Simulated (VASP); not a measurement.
# GeCN2 (R-3m) in VASP: a series of runs, part 2 of 2

VASP 6.6.1. Earlier steps stand in the parts before.

**3. Single point, PBE**

This run uses another cell than the first one, of 12.89 Å³/atom, 0.940 times its volume.

Contents of INCAR:

```
SYSTEM = GeCN2
  PREC = Accurate
  ENCUT = 520
  EDIFF = 1E-6
  ISMEAR = -1
  SIGMA = 0.05
  LREAL = .False.
  LASPH = .True.
  NELM = 100
  ALGO = Normal
  ISIF = 2
  LWAVE = .False.
  LCHARG = .False.
  GGA = PE
  NBANDS = 22
```

Contents of KPOINTS:

```
regular mesh
0
Gamma
  9 9 9
  0 0 0
```

Contents of POSCAR:

```
GeCN2
1.0
    1.7571721281      1.0145038012      4.8214809130
   -1.7571721281      1.0145038012      4.8214809130
    0.0000000000     -2.0290076023      4.8214809130
Ge N C
1 2 1
Direct
    0.0000000000      0.0000000000      0.0000000000
    0.5839044000      0.5839044000      0.5839044000
    0.4160956000      0.4160956000      0.4160956000
    0.5000000000      0.5000000000      0.5000000000
```

Potentials or basis: VASP PAW PBE potentials, release 64 (Ge_d, N, C).

The run is started by

```console
$ cat potpaw_PBE.64/Ge_d/POTCAR potpaw_PBE.64/N/POTCAR potpaw_PBE.64/C/POTCAR > POTCAR
$ mpirun -np 1 vasp_std > vasp.out
```

Run time: 2.4 min. Hardware: 1 thread of AMD EPYC 7R43 (Zen 3), shared host; peak memory 0.25 GiB.

It converged, with:

| Quantity | Value |
| --- | --- |
| Free energy | -29.0703 eV |
| Pressure | 9.3 GPa |
| Largest force | 1.987 eV/Å |
| Band gap on the k mesh | 0.97 eV, indirect (least direct gap 1.70 eV) |

Forces on the atoms (eV/Å):
```
Ge   0.000  0.000  0.000
N    0.000  0.000  1.987
N    0.000  0.000 -1.987
C    0.000  0.000  0.000
```

Stress tensor (GPa, compression positive):
```
 3.63  0.00  0.00
 0.00  3.63  0.00
 0.00  0.00 20.70
```

Levels at points of the mesh, in eV from the valence-band top:
```
           k point  band 11  band 12  band 13  band 14  band 15  band 16  band 17  band 18
(0.00, 0.00, 0.00)    -5.65    -2.21    -2.21    -1.86     2.51     3.31     3.31     5.03
```

Caveat: forces of over 1 eV/Å act on the atoms, so gaps and moduli don't describe the material at rest.

**4. Single point, PBE**

This run uses another cell than the first one, of 13.17 Å³/atom, 0.960 times its volume.

Contents of INCAR:

```
SYSTEM = GeCN2
PREC     = Accurate       ! precision mode
ENCUT    = 520            ! plane-wave cutoff, eV
EDIFF    = 1E-6           ! SCF threshold, eV
ISMEAR   = -1             ! smearing method
SIGMA    = 0.05           ! smearing width, eV
LREAL    = .FALSE.        ! projectors in reciprocal space
LASPH    = .TRUE.         ! aspherical terms in the spheres
NELM     = 60             ! most SCF steps
ALGO     = Normal         ! electronic algorithm
ISIF     = 2              ! what is computed and relaxed
LWAVE    = .FALSE.        ! write WAVECAR
LCHARG   = .FALSE.        ! write CHGCAR
GGA      = PE             ! functional
NBANDS   = 22             ! bands
```

Contents of KPOINTS:

```
Automatic mesh
0
G
  9 9 9
  0 0 0
```

Contents of POSCAR:

```
GeCN2
1.0
    1.7695469874      1.0216484295      4.8554361226
   -1.7695469874      1.0216484295      4.8554361226
    0.0000000000     -2.0432968590      4.8554361226
Ge N C
1 2 1
Direct
    0.0000000000      0.0000000000      0.0000000000
    0.5839044000      0.5839044000      0.5839044000
    0.4160956000      0.4160956000      0.4160956000
    0.5000000000      0.5000000000      0.5000000000
```

The run is started by

```console
$ cat potpaw_PBE.64/Ge_d/POTCAR potpaw_PBE.64/N/POTCAR potpaw_PBE.64/C/POTCAR > POTCAR
$ mpirun -np 1 vasp_std > vasp.out
```

Wall time 2.6 min (1 thread of AMD EPYC 7R43 (Zen 3), shared host); peak memory 0.25 GiB.

The run converged. Its results:

- Free energy: -29.1235 eV
- Pressure: 6.0 GPa
- Largest force: 1.303 eV/Å
- Band gap on the k mesh: 1.02 eV, indirect (least direct gap 1.80 eV)

Forces in eV/Å, atoms in the order of the input:
```
Ge   0.000  0.000  0.000
N    0.000  0.000  1.303
N    0.000  0.000 -1.303
C    0.000  0.000  0.000
```

Stress tensor (GPa, compression positive):
```
 2.28  0.00  0.00
 0.00  2.28  0.00
 0.00  0.00 13.29
```

Levels at points of the mesh, in eV from the valence-band top:
```tsv
k point	band 10	band 11	band 12	band 13	band 14	band 15	band 16	band 17	band 18	band 19
(0.00, 0.00, 0.00)	-5.49	-5.49	-2.09	-2.09	-1.95	2.52	3.30	3.30	5.05	7.42
```

Caveat: forces of over 1 eV/Å act on the atoms, so gaps and moduli don't describe the material at rest.

**5. Single point, PBE**

This run uses another cell than the first one, of 13.44 Å³/atom, 0.980 times its volume.

INCAR, as its differences from that of step 4:

```diff
@@ -3,3 +3,3 @@
 ENCUT    = 520            ! plane-wave cutoff, eV
-EDIFF    = 1E-6           ! SCF threshold, eV
+EDIFF    = 1E-7           ! SCF threshold, eV
 ISMEAR   = -1             ! smearing method
@@ -12,4 +12,6 @@
 LWAVE    = .FALSE.        ! write WAVECAR
-LCHARG   = .FALSE.        ! write CHGCAR
+LCHARG   = .TRUE.         ! write CHGCAR
 GGA      = PE             ! functional
+LELF     = .TRUE.         ! ELF
+LVHAR    = .TRUE.       
 NBANDS   = 22             ! bands
```

Contents of KPOINTS:

```
regular mesh
0
G
  9 9 9
  0 0 0
```

Contents of POSCAR:

```
GeCN2
1.0
    1.7817511454      1.0286945034      4.8889229472
   -1.7817511454      1.0286945034      4.8889229472
    0.0000000000     -2.0573890068      4.8889229472
Ge N C
1 2 1
Direct
    0.0000000000      0.0000000000      0.0000000000
    0.5839044000      0.5839044000      0.5839044000
    0.4160956000      0.4160956000      0.4160956000
    0.5000000000      0.5000000000      0.5000000000
```

The run is started by

```console
$ cat potpaw_PBE.64/Ge_d/POTCAR potpaw_PBE.64/N/POTCAR potpaw_PBE.64/C/POTCAR > POTCAR
$ mpirun -np 1 vasp_std > vasp.out
```

Run time: 3.5 min. Hardware: 1 thread of AMD EPYC 7R43 (Zen 3), shared host; peak memory 0.26 GiB.

It converged, with:

```
Free energy            : -29.1547 eV
Pressure               : 2.9 GPa
Largest force          : 0.666 eV/Å
Band gap on the k mesh : 1.07 eV, indirect (least direct gap 1.88 eV)
```

Forces on the atoms (eV/Å):
```
Ge   0.000  0.000  0.000
N    0.000  0.000  0.666
N    0.000  0.000 -0.666
C    0.000  0.000  0.000
```

Stress tensor (GPa, compression positive):
```
1.09 0.00 0.00
0.00 1.09 0.00
0.00 0.00 6.59
```

Levels at points of the mesh, in eV from the valence-band top:
```csv
k point,band 10,band 11,band 12,band 13,band 14,band 15,band 16,band 17,band 18,band 19
"(0.00, 0.00, 0.00)",-5.33,-5.33,-2.03,-1.98,-1.98,2.53,3.29,3.29,5.07,7.35
```

**6. Single point, PBE**

Contents of INCAR:

```
SYSTEM = GeCN2
  ALGO = Normal
  EDIFF = 1E-7
  ENCUT = 520
  GGA = PE
  ISIF = 2
  ISMEAR = -1
  LASPH = .TRUE.
  LCHARG = .TRUE.
  LELF = .TRUE.
  LREAL = .FALSE.
  LVHAR = .TRUE.
  LWAVE = .FALSE.
  NBANDS = 22
  NELM = 80
  PREC = Accurate
  SIGMA = 0.05
```

Contents of KPOINTS:

```
k-points
0
G
  9 9 9
  0 0 0
```

Contents of POSCAR:

```
GeCN2
1.0
    1.7937903697      1.0356453528      4.9219572124
   -1.7937903697      1.0356453528      4.9219572124
    0.0000000000     -2.0712907056      4.9219572124
Ge N C
1 2 1
Direct
    0.0000000000      0.0000000000      0.0000000000
    0.5839044000      0.5839044000      0.5839044000
    0.4160956000      0.4160956000      0.4160956000
    0.5000000000      0.5000000000      0.5000000000
```

Potentials or basis: VASP PAW PBE potentials, release 64 (Ge_d, N, C).

The run is started by

```console
$ cat potpaw_PBE.64/Ge_d/POTCAR potpaw_PBE.64/N/POTCAR potpaw_PBE.64/C/POTCAR > POTCAR
$ mpirun -np 1 vasp_std > vasp.out
```

OUTCAR:

```text
SYSTEM = GeCN2
   EDIFF = 1E-7
   ENCUT = 520
   GGA = PE
   ISIF = 2
   ISMEAR = -1
   LASPH = .TRUE.
   LREAL = .FALSE.
   NELM = 80
   PREC = Accurate

 ion  position               nearest neighbor table
   1  0.000  0.000  0.000-
   2  0.584  0.584  0.584-   4 1.24
   3  0.416  0.416  0.416-   4 1.24
   4  0.500  0.500  0.500-   2 1.24   3 1.24

  LATTYP: Found a trigonal (rhomboedric) cell.
 ALAT       =     5.3400288377
[... 795 lines left out ...]

  FORCE on cell =-STRESS in cart. coord.  units (eV):
  Direction    XX          YY          ZZ          XY          YZ          ZX
  --------------------------------------------------------------------------------------
  -------------------------------------------------------------------------------------
  Total       -0.0022739     -0.0022739      0.1674208      0.0000000      0.0000000      0.0000000
  in kB       -0.0664068     -0.0664068      4.8893181      0.0000000      0.0000000      0.0000000
  external PRESSURE =       1.5855015 kB  Pullay stress =       0.0000000 kB

 VOLUME and BASIS-vectors are now :
 -----------------------------------------------------------------------------
  energy-cutoff  :      520.00
  volume of cell :       54.86
      direct lattice vectors                 reciprocal lattice vectors
     1.793790370  1.035645353  4.921957212     0.278739371  0.160930251  0.067723737
    -1.793790370  1.035645353  4.921957212    -0.278739371  0.160930251  0.067723737
     0.000000000 -2.071290706  4.921957212     0.000000000 -0.321860502  0.067723737

 POSITION                                       TOTAL-FORCE (eV/Angst)
 -----------------------------------------------------------------------------------
      0.00000      0.00000      0.00000         0.000000     -0.000000      0.000000
      0.00000      0.00000      8.62186         0.000000     -0.000000      0.074223
      0.00000      0.00000      6.14401         0.000000      0.000000     -0.074223
      0.00000      0.00000      7.38294         0.000000     -0.000000     -0.000000
 -----------------------------------------------------------------------------------
    total drift:                               -0.000000      0.000000     -0.000000

  FREE ENERGIE OF THE ION-ELECTRON SYSTEM (eV)
  ---------------------------------------------------
  free  energy   TOTEN  =       -29.1659374014 eV

  energy  without entropy=      -29.1659371587  energy(sigma->0) =      -29.16593728
```

stdout:

```text
POSCAR found type information on POSCAR GeN C
 POSCAR found :  3 types and       4 ions
 scaLAPACK will be used
 LDA part: xc-table for (Slater+PW92), standard interpolation
 POSCAR, INCAR and KPOINTS ok, starting setup
 FFT: planning ... GRIDC
 FFT: planning ... GRID_SOFT
 FFT: planning ... GRID
 WAVECAR not read
 entering main loop
```

It took 3.8 min on 1 thread of AMD EPYC 7R43 (Zen 3), shared host; peak memory 0.25 GiB.

Results:

```
Free energy            : -29.1659 eV
Pressure               : 0.2 GPa
Largest force          : 0.074 eV/Å
Band gap on the k mesh : 1.12 eV, indirect (least direct gap 1.96 eV)
```

Forces on the atoms (eV/Å):
```
Ge   0.000  0.000  0.000
N    0.000  0.000  0.074
N    0.000  0.000 -0.074
C    0.000  0.000  0.000
```

Stress tensor (GPa, compression positive):
```
-0.01  0.00  0.00
 0.00 -0.01  0.00
 0.00  0.00  0.49
```

Levels at points of the mesh, in eV from the valence-band top:
```csv
k point,band 12,band 13,band 14,band 15,band 16,band 17
"(0.00, 0.00, 0.00)",-2.11,-1.88,-1.88,2.53,3.28,3.28
```

A k mesh can miss the band edges. As with any semilocal functional, this PBE gap is likely too small.

**7. The runs side by side**

| level | spin | cell | k mesh | gap on the mesh (eV) | pressure (GPa) | largest force (eV/Å) |
| --- | --- | --- | --- | --- | --- | --- |
| PBEsol | non-collinear, zero start, SOC | a = 5.340 Å, angles 39.3°, 4 atoms | 7 × 7 × 7 | - | -3.2 | 0.19 |
| PBE | off | a = 5.231 Å, angles 39.3°, 4 atoms | 9 × 9 × 9 | 0.97 | 9.3 | 1.99 |
| PBE | off | a = 5.268 Å, angles 39.3°, 4 atoms | 9 × 9 × 9 | 1.02 | 6.0 | 1.30 |
| PBE | off | a = 5.304 Å, angles 39.3°, 4 atoms | 9 × 9 × 9 | 1.07 | 2.9 | 0.67 |
| PBE | off | a = 5.340 Å, angles 39.3°, 4 atoms | 9 × 9 × 9 | 1.12 | 0.2 | 0.07 |

Alike in all rows: task single point; potentials or basis VASP PAW PBE potentials, release 64 (Ge_d, N, C); cutoff (eV) 520; smearing fermi-dirac 0.05 eV.

Caveats: forces of over 1 eV/Å act on the atoms, so gaps and moduli don't describe the material at rest (some runs); the PAW data sets were made with another functional, which shifts forces and pressure a little (some runs).

Absolute energies hang on the potentials; compare differences alone.
